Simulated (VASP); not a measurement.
# F (C2/m) in VASP: notebook

F is run at these levels: PBEsol; tasks: single point.

All numbers are computed with VASP 6.6.1; they aren't measurements. Logs are shortened: lines on timing, memory, paths and dates and some standing lists are left out, and cuts for length are marked.

### 1 The cell of the first run

It takes space group C2/m (No. 12, monoclinic). Conventional cell: a = 6.040 Å, b = 3.461 Å, c = 7.291 Å, α = 90.00°, β = 112.50°, γ = 90.00°. F (site symmetry m) has 1 F at 1.45 Å within 1.9 Å. Within 1.8 Å of F (site symmetry m) lie 1 F at 1.36 Å.

### 2 Single point, PBEsol

Input file INCAR:

```
SYSTEM = F
  PREC = Accurate
  ENCUT = 520
  EDIFF = 1E-6
  ISMEAR = 0
  SIGMA = 0.05
  LREAL = .FALSE.
  LASPH = .TRUE.
  NELM = 80
  ALGO = Normal
  ISIF = 2
  LWAVE = .FALSE.
  LCHARG = .FALSE.
  GGA = PS
  NBANDS = 22
```

Input file KPOINTS:

```
regular mesh
0
G
  4 4 2
  0 0 0
```

Input file POSCAR:

```
F
1.0
    3.0111171686     -1.7305922359     -0.2322433325
    3.0111171686      1.7305922359     -0.2322433325
   -2.2641300902      0.0000000000      6.9305478688
F
4
Direct
    0.0848459664      0.0848459664      0.1019959513
    0.9151540336      0.9151540336      0.8980040487
    0.5015719855      0.5015719855      0.5937195244
    0.4984280145      0.4984280145      0.4062804756
```

Potentials or basis: VASP PAW PBE potentials, release 64 (F).

Started as:

```bash
$ cat potpaw_PBE.64/F/POTCAR > POTCAR
$ mpirun -np 1 vasp_std > vasp.out
```

OUTCAR:

```text
SYSTEM = F
   PREC = Accurate
   ENCUT = 520
   EDIFF = 1E-6
   ISMEAR = 0
   LREAL = .FALSE.
   LASPH = .TRUE.
   NELM = 80
   ISIF = 2
   GGA = PS

 ion  position               nearest neighbor table
   1  0.085  0.085  0.102-   2 1.45
   2  0.915  0.915  0.898-   1 1.45
   3  0.502  0.502  0.594-   4 1.36
   4  0.498  0.498  0.406-   3 1.36

  LATTYP: Found a base centered monoclinic cell.
 ALAT       =     6.0401203857
 B/A-ratio  =     0.5730323654
 C/A-ratio  =     1.2070962569
 COS(beta)  =    -0.3827161857

  Lattice vectors:

 A1 = (   3.0111171686,  -1.7305922359,  -0.2322433325)
 A2 = (   3.0111171686,   1.7305922359,  -0.2322433325)
 A3 = (  -2.2641300902,   0.0000000000,   6.9305478688)

Analysis of symmetry for initial positions (statically):
=====================================================================
 Subroutine PRICEL returns:
 Original cell was already a primitive cell.

 Routine SETGRP: Setting up the symmetry group for a
 base centered monoclinic supercell.

 Subroutine GETGRP returns: Found  4 space group operations
 (whereof  4 operations were pure point group operations)
 out of a pool of  4 trial point group operations.

The static configuration has the point symmetry C_2h.

Analysis of symmetry for dynamics (positions and initial velocities):
=====================================================================
 Subroutine PRICEL returns:
 Original cell was already a primitive cell.

 Routine SETGRP: Setting up the symmetry group for a
 base centered monoclinic supercell.

 Subroutine GETGRP returns: Found  4 space group operations
 (whereof  4 operations were pure point group operations)
 out of a pool of  4 trial point group operations.

The dynamic configuration has the point symmetry C_2h.

 Subroutine INISYM returns: Found  4 space group operations
 (whereof  4 operations are pure point group operations),
 and found     1 'primitive' translations

----------------------------------------------------------------------------------------

                                     Primitive cell

  volume of cell :      70.4104

  direct lattice vectors                    reciprocal lattice vectors
     3.011117169 -1.730592236 -0.232243333     0.170343477 -0.288918435  0.055649250
     3.011117169  1.730592236 -0.232243333     0.170343477  0.288918435  0.055649250
    -2.264130090  0.000000000  6.930547869     0.011416453  0.000000000  0.148018361

  length of vectors
     3.480763286  3.480763286  7.291006709     0.339981766  0.339981766  0.148457976

  position of ions in fractional coordinates (direct lattice)
     0.084845966  0.084845966  0.101995951
     0.915154034  0.915154034  0.898004049
     0.501571986  0.501571986  0.593719524
     0.498428014  0.498428014  0.406280476

  ion indices of the primitive-cell ions
   primitive index   ion index
                 1           1
                 2           2
                 3           3
                 4           4

----------------------------------------------------------------------------------------

 KPOINTS: regular mesh

Automatic generation of k-mesh.
 Grid dimensions read from file:
 generate k-points for:    4    4    2

 Generating k-lattice:

  Cartesian coordinates                     Fractional coordinates (reciprocal lattice)
     0.042585869 -0.072229609  0.013912313     0.250000000  0.000000000  0.000000000
     0.042585869  0.072229609  0.013912313     0.000000000  0.250000000  0.000000000
     0.005708226  0.000000000  0.074009180    -0.000000000 -0.000000000  0.500000000

  Length of vectors
     0.084995441  0.084995441  0.074228988

  Shift w.r.t. Gamma in fractional coordinates (k-lattice)
     0.000000000  0.000000000  0.000000000

 Subroutine IBZKPT returns following result:
 ===========================================

 Found     14 irreducible k-points:

 Following reciprocal coordinates:
            Coordinates               Weight
  0.000000  0.000000  0.000000      1.000000
  0.250000 -0.000000 -0.000000      4.000000
  0.500000 -0.000000 -0.000000      2.000000
  0.250000  0.250000  0.000000      2.000000
  0.500000  0.250000  0.000000      4.000000
 -0.250000  0.250000  0.000000      2.000000
  0.500000  0.500000  0.000000      1.000000
  0.000000  0.000000  0.500000      1.000000
  0.250000  0.000000  0.500000      4.000000
  0.500000  0.000000  0.500000      2.000000
  0.250000  0.250000  0.500000      2.000000
  0.500000  0.250000  0.500000      4.000000
 -0.250000  0.250000  0.500000      2.000000
  0.500000  0.500000  0.500000      1.000000
   k-points           NKPTS =     14   k-points in BZ     NKDIM =     14   number of bands    NBANDS=     22
   number of dos      NEDOS =    301   number of ions     NIONS =      4
   total plane-waves  NPLWV =  42336
   dimension x,y,z NGX =    28 NGY =   28 NGZ =   54
   dimension x,y,z NGXF=    56 NGYF=   56 NGZF=  108
   ions per type =               4
   NGX,Y,Z   is equivalent  to a cutoff of  13.37, 13.37, 12.31 a.u.
   NGXF,Y,Z  is equivalent  to a cutoff of  26.75, 26.75, 24.63 a.u.
 SYSTEM =  F
   PREC   = accura    normal or accurate (medium, high low for compatibility)
   ISTART =      0    job   : 0-new  1-cont  2-samecut
   ICHARG =      2    charge: 1-file 2-atom 10-const
   ISPIN  =      1    spin polarized calculation?
   LNONCOLLINEAR =      F non collinear calculations
   LSORBIT =      F    spin-orbit coupling
   LASPH  =      T    aspherical Exc in radial PAW
   ENCUT  =  520.0 eV  38.22 Ry    6.18 a.u.   6.47  6.47 13.56*2*pi/ulx,y,z
   NELM   =     80;   NELMIN=  2; NELMDL= -5     # of ELM steps
   EDIFF  = 0.1E-05   stopping-criterion for ELM
   LREAL  =      F    real-space projection
   EDIFFG = 0.1E-04   stopping-criterion for IOM
   NSW    =      0    number of steps for IOM
   IBRION =     -1    ionic relax: 0-MD 1-quasi-New 2-CG
   NFREE  =      0    steps in history (QN), initial steepest desc. (CG)
   ISIF   =      2    stress and relaxation
   ISYM   =      2    0-nonsym 1-usesym 2-fastsym
   POTIM  = 0.5000    time-step for ionic-motion
   TEBEG  =    0.0;   TEEND  =   0.0 temperature during run
   PSTRESS=    0.0 pullay stress
   NELECT =      28.0000    total number of electrons
   NUPDOWN=      -1.0000    fix difference up-down
   EMIN   =  10.00;   EMAX   =-10.00  energy-range for DOS
   EFERMI =   0.00;   METHOD = LEGACY
   ISMEAR =     0;   SIGMA  =   0.05  broadening in eV -4-tet -1-fermi 0-gaus
   EFERMI_NEDOS =   21; number of points for ismear=-14 and -15
   IALGO  =     38    algorithm
   IMIX   =      4    mixing-type and parameters
     AMIX     =   0.40;   BMIX     =  1.00
     AMIX_MAG =   1.60;   BMIX_MAG =  1.00
  volume/ion in A,a.u.               =      17.60       118.79
  Fermi-wavevector in a.u.,A,eV,Ry     =   1.203876  2.274997 19.719174  1.449318
  Thomas-Fermi vector in A             =   2.339617
   LORBIT       =      0    0 simple, 1 ext, 2 COOP (PROOUT), +10 PAW based schemes
   GGA     = PS    functional components
   LHFCALC =     F    Hartree Fock is set to
   AEXX    =    0.0000 exact exchange contribution
   IVDW    =     0    specifies the selected vdW correction
   LEPSILON=     F    determine dielectric tensor
   LRPA    =     F    only Hartree local field effects (RPA)
 non-spin polarized calculation
 Gauss-broadening in eV      SIGMA  =   0.05
  energy-cutoff  :      520.00
  volume of cell :       70.41
 maximum number of plane-waves:      1924
 NGX is ok and might be reduce to    28
   NGX = 13   NGY = 13   NGZ = 27

 number of electron      27.9999994 magnetization

 Free energy of the ion-electron system (eV)
  ---------------------------------------------------
  ext. energy  EPLUGINS =         0.00000000
  ---------------------------------------------------
  free energy    TOTEN  =        -7.72567574 eV

  energy without entropy =       -7.72567574  energy(sigma->0) =       -7.72567574

 E-fermi :  -5.1690     XC(G=0):  -7.1468

 val. band max:       -5.4138206478   @ k =   0.5000   0.5000   0.0000
 cond. band min:      -2.7948467490   @ k =   0.0000   0.0000   0.0000
 fundamental gap:      2.6189738988
 Fermi energy:        -5.1689517122

 k-point     1 :       0.0000    0.0000    0.0000
  band No.  band energies     occupation
      1     -31.2837      2.00000
      2     -29.7695      2.00000
      3     -24.0791      2.00000
      4     -23.6176      2.00000
      5     -12.3323      2.00000
      6     -11.3690      2.00000
[... 14 lines left out ...]
     21      14.6810      0.00000
     22      15.1162      0.00000

 k-point     2 :       0.2500   -0.0000   -0.0000
  band No.  band energies     occupation
      1     -31.2626      2.00000
      2     -29.7480      2.00000
      3     -24.0309      2.00000
      4     -23.6400      2.00000
      5     -12.2505      2.00000
      6     -11.4519      2.00000
[... 14 lines left out ...]
     21      12.1441      0.00000
     22      13.8533      0.00000

 k-point     3 :       0.5000   -0.0000   -0.0000
  band No.  band energies     occupation
      1     -31.2409      2.00000
      2     -29.7257      2.00000
      3     -23.9757      2.00000
      4     -23.6690      2.00000
      5     -12.1415      2.00000
      6     -11.5634      2.00000
[... 14 lines left out ...]
     21      10.8415      0.00000
     22      11.2959      0.00000

 k-point     4 :       0.2500    0.2500    0.0000
  band No.  band energies     occupation
      1     -31.2601      2.00000
      2     -29.7472      2.00000
      3     -24.0101      2.00000
      4     -23.6758      2.00000
      5     -12.2054      2.00000
      6     -11.5401      2.00000
[... 14 lines left out ...]
     21      12.0579      0.00000
     22      13.1204      0.00000

 k-point     5 :       0.5000    0.2500    0.0000
  band No.  band energies     occupation
      1     -31.2388      2.00000
      2     -29.7237      2.00000
      3     -23.9835      2.00000
      4     -23.6750      2.00000
      5     -12.1499      2.00000
      6     -11.5543      2.00000
[... 14 lines left out ...]
     21      10.9233      0.00000
     22      12.0500      0.00000

 k-point     6 :      -0.2500    0.2500    0.0000
  band No.  band energies     occupation
      1     -31.2414      2.00000
      2     -29.7244      2.00000
      3     -24.0057      2.00000
      4     -23.6379      2.00000
      5     -12.2020      2.00000
      6     -11.4588      2.00000
[... 14 lines left out ...]
     21      10.3529      0.00000
     22      11.9428      0.00000

 k-point     7 :       0.5000    0.5000    0.0000
  band No.  band energies     occupation
      1     -31.2368      2.00000
      2     -29.7218      2.00000
      3     -23.9915      2.00000
      4     -23.6810      2.00000
      5     -12.1599      2.00000
      6     -11.5399      2.00000
[... 14 lines left out ...]
     21      11.8001      0.00000
     22      12.8569      0.00000

 k-point     8 :       0.0000    0.0000    0.5000
  band No.  band energies     occupation
      1     -31.2826      2.00000
      2     -29.7729      2.00000
      3     -24.0063      2.00000
      4     -23.6938      2.00000
      5     -12.1696      2.00000
      6     -11.5699      2.00000
[... 14 lines left out ...]
     21      15.4087      0.00000
     22      15.4228      0.00000

 k-point     9 :       0.2500    0.0000    0.5000
  band No.  band energies     occupation
      1     -31.2622      2.00000
      2     -29.7490      2.00000
      3     -24.0069      2.00000
      4     -23.6653      2.00000
      5     -12.1853      2.00000
      6     -11.5138      2.00000
[... 14 lines left out ...]
     21      11.4348      0.00000
     22      12.2711      0.00000

 k-point    10 :       0.5000    0.0000    0.5000
  band No.  band energies     occupation
      1     -31.2413      2.00000
      2     -29.7244      2.00000
      3     -24.0054      2.00000
      4     -23.6382      2.00000
      5     -12.1943      2.00000
      6     -11.4570      2.00000
[... 14 lines left out ...]
     21      10.6585      0.00000
     22      12.5350      0.00000

 k-point    11 :       0.2500    0.2500    0.5000
  band No.  band energies     occupation
      1     -31.2604      2.00000
      2     -29.7465      2.00000
      3     -24.0276      2.00000
      4     -23.6579      2.00000
      5     -12.2328      2.00000
      6     -11.4780      2.00000
[... 14 lines left out ...]
     21      11.9964      0.00000
     22      12.3117      0.00000

 k-point    12 :       0.5000    0.2500    0.5000
  band No.  band energies     occupation
      1     -31.2391      2.00000
      2     -29.7233      2.00000
      3     -23.9974      2.00000
      4     -23.6606      2.00000
      5     -12.1853      2.00000
      6     -11.5224      2.00000
[... 14 lines left out ...]
     21      10.1081      0.00000
     22      11.9824      0.00000

 k-point    13 :      -0.2500    0.2500    0.5000
  band No.  band energies     occupation
      1     -31.2410      2.00000
      2     -29.7256      2.00000
      3     -23.9756      2.00000
      4     -23.6689      2.00000
      5     -12.1361      2.00000
      6     -11.5560      2.00000
[... 14 lines left out ...]
     21      11.3258      0.00000
     22      11.3422      0.00000

 k-point    14 :       0.5000    0.5000    0.5000
  band No.  band energies     occupation
      1     -31.2368      2.00000
      2     -29.7222      2.00000
      3     -23.9869      2.00000
      4     -23.6853      2.00000
      5     -12.1665      2.00000
      6     -11.6051      2.00000
[... 14 lines left out ...]
     21       9.8572      0.00000
     22      10.0944      0.00000

------------------------ aborting loop because EDIFF is reached ----------------------------------------

  FORCE on cell =-STRESS in cart. coord.  units (eV):
  Direction    XX          YY          ZZ          XY          YZ          ZX
  --------------------------------------------------------------------------------------
  -------------------------------------------------------------------------------------
  Total       -0.1686867     -0.2007525      1.3961010      0.0000000      0.0000000     -1.3783274
  in kB       -3.8384398     -4.5680913     31.7680537      0.0000000      0.0000000    -31.3636180
  external PRESSURE =       7.7871742 kB  Pullay stress =       0.0000000 kB

 VOLUME and BASIS-vectors are now :
 -----------------------------------------------------------------------------
  energy-cutoff  :      520.00
  volume of cell :       70.41
      direct lattice vectors                 reciprocal lattice vectors
     3.011117169 -1.730592236 -0.232243333     0.170343477 -0.288918435  0.055649250
     3.011117169  1.730592236 -0.232243333     0.170343477  0.288918435  0.055649250
    -2.264130090  0.000000000  6.930547869     0.011416453  0.000000000  0.148018361

 POSITION                                       TOTAL-FORCE (eV/Angst)
 -----------------------------------------------------------------------------------
      0.28003      0.00000      0.66748        -0.357592      0.000000     -0.947379
      3.47807      0.00000      5.79858         0.357592      0.000000      0.947379
      1.67633      0.00000      3.88183        -0.647334      0.000000      2.131996
      2.08178      0.00000      2.58423         0.647334      0.000000     -2.131996
 -----------------------------------------------------------------------------------
    total drift:                                0.000000      0.000000     -0.000000

  FREE ENERGIE OF THE ION-ELECTRON SYSTEM (eV)
  ---------------------------------------------------
  free  energy   TOTEN  =        -7.7256757421 eV

  energy  without entropy=       -7.7256757421  energy(sigma->0) =       -7.72567574
```

It took 10 s on 1 thread of Intel Xeon Platinum 8559C (Emerald Rapids), shared host; peak memory 0.18 GiB.

Results:

```
Free energy            : -7.7257 eV
Pressure               : 0.8 GPa
Largest force          : 2.228 eV/Å
Band gap on the k mesh : 2.62 eV, indirect (least direct gap 2.73 eV)
```

Forces in eV/Å, atoms in the order of the input:
```
F   -0.358  0.000 -0.947
F    0.358  0.000  0.947
F   -0.647  0.000  2.132
F    0.647  0.000 -2.132
```

Stress tensor (GPa, compression positive):
```
-0.38  0.00 -3.14
 0.00 -0.46  0.00
-3.14  0.00  3.18
```

Levels at points of the mesh, in eV from the valence-band top:
```tsv
k point	band 10	band 11	band 12	band 13	band 14	band 15	band 16	band 17	band 18	band 19
(0.00, 0.00, 0.00)	-3.19	-0.40	-0.21	-0.12	-0.11	2.62	4.08	8.76	11.19	12.44
(0.50, 0.00, 0.00)	-3.30	-0.48	-0.36	-0.30	-0.26	2.85	4.03	12.79	13.03	14.54
(0.50, 0.50, 0.00)	-3.30	-0.46	-0.37	-0.21	0.00	2.80	4.00	13.00	13.35	13.64
(0.00, 0.00, 0.50)	-3.19	-0.28	-0.27	-0.21	-0.12	2.74	3.91	9.58	9.72	15.02
(0.50, 0.00, 0.50)	-3.28	-0.60	-0.43	-0.22	-0.07	2.78	4.05	12.77	13.63	13.75
(0.50, 0.50, 0.50)	-3.32	-0.44	-0.37	-0.23	-0.12	2.85	4.02	12.73	12.91	15.09
```

Caveat: the k points lie up to 0.53 Å⁻¹ apart; the PAW data sets were made with another functional, which shifts forces and pressure a little. PBEsol gaps usually lie below the measured ones, often by a third to a half.

### 3 Single point, PBEsol

Input file INCAR:

```
SYSTEM = F
ALGO = Normal
EDIFF = 1E-6
ENCUT = 520
GGA = PS
ISIF = 2
ISMEAR = 0
LASPH = .TRUE.
LCHARG = .FALSE.
LREAL = .FALSE.
LWAVE = .FALSE.
NBANDS = 22
NELM = 100
PREC = Accurate
SIGMA = 0.05
```

Input file KPOINTS:

```
k-points
0
G
  4 4 2
  0 0 0
```

Edit POSCAR of step 2 so:

```diff
@@ -8,4 +8,4 @@
 Direct
-    0.0848459664      0.0848459664      0.1019959513
-    0.9151540336      0.9151540336      0.8980040487
+    0.0848459664      0.0848459664      0.0940038325
+    0.9151540336      0.9151540336      0.9059961675
     0.5015719855      0.5015719855      0.5937195244
```

Potentials or basis: VASP PAW PBE potentials, release 64 (F).

Started as:

```bash
$ cat potpaw_PBE.64/F/POTCAR > POTCAR
$ mpirun -np 1 vasp_std > vasp.out
```

Wall time 9.5 s (1 thread of Intel Xeon Platinum 8559C (Emerald Rapids), shared host); peak memory 0.17 GiB.

It converged, with:

```yaml
Free_energy: -7.6881 eV
Pressure: 4.3 GPa
Largest_force: 2.230 eV/Å
Band_gap_on_the_k_mesh: 3.46 eV, indirect (least direct gap 3.57 eV)
```

Forces in eV/Å, atoms in the order of the input:
```
F    0.978  0.000  1.995
F   -0.978  0.000 -1.995
F   -0.674  0.000  2.126
F    0.674  0.000 -2.126
```

Stress tensor (GPa, compression positive):
```
 1.55  0.00  0.85
 0.00 -0.46  0.00
 0.85  0.00 11.72
```

Levels at points of the mesh, in eV from the valence-band top:
```
           k point  band 11  band 12  band 13  band 14  band 15  band 16  band 17  band 18
(0.00, 0.00, 0.00)    -0.38    -0.20    -0.14    -0.11     3.46     4.35     8.58    11.02
(0.50, 0.00, 0.00)    -0.43    -0.36    -0.33    -0.21     3.95     4.04    12.61    12.77
(0.50, 0.50, 0.00)    -0.39    -0.33    -0.23     0.00     3.89     4.02    12.84    13.20
(0.00, 0.00, 0.50)    -0.33    -0.22    -0.19    -0.11     3.83     3.91     9.48     9.50
(0.50, 0.00, 0.50)    -0.57    -0.38    -0.24    -0.08     3.75     4.21    12.53    13.40
(0.50, 0.50, 0.50)    -0.42    -0.31    -0.20    -0.12     3.94     4.03    12.54    12.71
```

Caveat: the k points lie up to 0.53 Å⁻¹ apart; the PAW data sets were made with another functional, which shifts forces and pressure a little. A k mesh can miss the band edges.

(Part 1 of 2 ends here.)
